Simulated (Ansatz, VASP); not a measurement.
# One calculation of Ta, two programs

File INCAR:

```
SYSTEM = Ta
  PREC = Accurate
  ENCUT = 520
  EDIFF = 1E-7
  ISMEAR = 0
  SIGMA = 0.15
  LREAL = .False.
  LASPH = .True.
  NELM = 60
  ALGO = Fast
  ISIF = 2
  LWAVE = .False.
  LCHARG = .False.
  GGA = PS
  NBANDS = 54
```

Contents of KPOINTS:

```
Automatic mesh
0
Gamma
  10 10 10
  0 0 0
```

File POSCAR:

```
Ta
1.0
   -3.3025600000     -3.3025600000      3.3025600000
   -3.3025600000      3.3025600000     -3.3025600000
    3.3025600000     -3.3025600000     -3.3025600000
Ta
8
Direct
    0.5000000000      0.4574118260      0.4574118260
    0.0000000000      0.5000000000      0.5000000000
    0.5000000000      0.0000000000      0.5000000000
    0.0000000000      0.0000000000      0.5000000000
    0.5000000000      0.5000000000      0.0000000000
    0.0000000000      0.5000000000      0.0000000000
    0.5000000000      0.0000000000      0.0000000000
    0.0000000000      0.0000000000      0.0000000000
```

Input for Ansatz:

```yaml
crystal:
  lattice:
    - [-3.30256, -3.30256, 3.30256]
    - [-3.30256, 3.30256, -3.30256]
    - [3.30256, -3.30256, -3.30256]
  atoms:
    - { symbol: Ta, position: [0.5, 0.457411826, 0.457411826] }
    - { symbol: Ta, position: [0.0, 0.5, 0.5] }
    - { symbol: Ta, position: [0.5, 0.0, 0.5] }
    - { symbol: Ta, position: [0.0, 0.0, 0.5] }
    - { symbol: Ta, position: [0.5, 0.5, 0.0] }
    - { symbol: Ta, position: [0.0, 0.5, 0.0] }
    - { symbol: Ta, position: [0.5, 0.0, 0.0] }
    - { symbol: Ta, position: [0.0, 0.0, 0.0] }
basis:
  ecutwfc: 420
kpoints:
  mp_grid: { grid: [10, 10, 10] }
hamiltonian:
  xc: pbesol
scf:
  occupations: { method: gaussian, width: 0.15 }
output:
  forces: true
  stress: true
  eigenvalues: true
```

Alike in both runs: task single point; functional PBEsol; k mesh 10 × 10 × 10; occupations gaussian, width 0.15 eV; no spin polarisation.

|  | VASP | Ansatz |
| --- | --- | --- |
| version | VASP 6.6.1 | Ansatz 0.2.0 |
| potentials or method | VASP PAW PBE potentials, release 64 (Ta_pv), cutoff 520 eV | scalar-relativistic, plane waves, PAW |
| valence electrons in the cell | 88 | 104 |

```csv
,VASP,Ansatz,Ansatz less VASP
gap on the k mesh at the Fermi level (eV),none,none,-
pressure (GPa),-2.2,-2.4,-0.17
"traceless stress, the component that is largest in VASP (GPa)",-0.35,-0.34,+0.005
rms of the force components (eV/Å),0.638,0.636,-0.0019
```

VASP's potentials were made for PBE, not for PBEsol. Atom by atom the forces differ by 0.002 eV/Å (rms over components). A gap of «none» marks a metal or a gap that the smearing closes. With one functional, cell and mesh, what is left measures potentials, basis and numerics. VASP's potentials hold 88 valence electrons a cell and Ansatz's 104, so a difference there can come from the potentials and not from the codes.

Neither program's run includes spin-orbit coupling.
